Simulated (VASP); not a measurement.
A run of VASP 6.6.1 is set up as follows.

The input INCAR:

```
PREC = Accurate
ENCUT = 560
EDIFF = 1E-6
ISMEAR = 0
SIGMA = 0.1
LREAL = False
LASPH = True
NELM = 120
ALGO = Normal
ISIF = 2
LWAVE = False
LCHARG = False
GGA = PS
NBANDS = 22
GGA_COMPAT = False
```

Contents of KPOINTS:

```
Automatic mesh
0
Gamma
  6 6 6
```

POSCAR

```
Re
1.0
    0.0000000000      2.7974518906      2.7974518906
    2.7974518906      0.0000000000      2.7974518906
    2.7974518906      2.7974518906      0.0000000000
Re
2
Direct
    0.5000000000      0.5000000000      0.5000000000
    0.7500000000      0.7500000000      0.7500000000
```

Potentials or basis: VASP PAW PBE potentials, release 64 (Re_sv_GW).

The run is started by

```sh
$ cat potpaw_PBE.64/Re_sv_GW/POTCAR > POTCAR
$ mpirun -np 1 vasp_std > vasp.out
```

**Question.** What does it give for the band gap on the k mesh?

**Answer.** Zero (bands 15 and 16 overlap by 1.08 eV).

**Question.** Predict the pressure.

**Answer.** -2.2 GPa.

Caveat: the PAW data sets were made with another functional, which shifts forces and pressure a little; spin-orbit coupling is left out, which moves the levels of the heavy elements.
